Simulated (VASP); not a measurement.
A run of VASP 6.6.1 is set up as follows.

Contents of INCAR:

```
PREC = Accurate ; ENCUT = 520
EDIFF = 1E-6 ; ISMEAR = 0
SIGMA = 0.02 ; LREAL = False
LASPH = True ; NELM = 80
ALGO = Normal ; ISIF = 2
LWAVE = False ; LCHARG = False
GGA = PS ; NBANDS = 20
```

KPOINTS

```
Automatic mesh
0
Gamma
  8 8 8
```

Contents of POSCAR:

```
CdF2
1.0
    0.0000000000      2.7550999200      2.7550999200
    2.7550999200      0.0000000000      2.7550999200
    2.7550999200      2.7550999200      0.0000000000
Cd F
1 2
Direct
    0.0000000000      0.0000000000      0.0000000000
    0.2500000000      0.2500000000      0.2500000000
    0.7500000000      0.7500000000      0.7500000000
```

Potentials or basis: VASP PAW PBE potentials, release 64 (Cd, F).

Run with:

```console
$ cat potpaw_PBE.64/Cd/POTCAR potpaw_PBE.64/F/POTCAR > POTCAR
$ mpirun -np 1 vasp_std > vasp.out
```

Q: Estimate the band gap on the k mesh.

A: 2.68 eV, indirect (least direct gap 3.24 eV).

Q: Estimate the pressure.

A: -5.9 GPa.

Caveat: the cell differs from its parent crystal (strained); the PAW data sets were made with another functional, which shifts forces and pressure a little. A k mesh can miss the band edges.
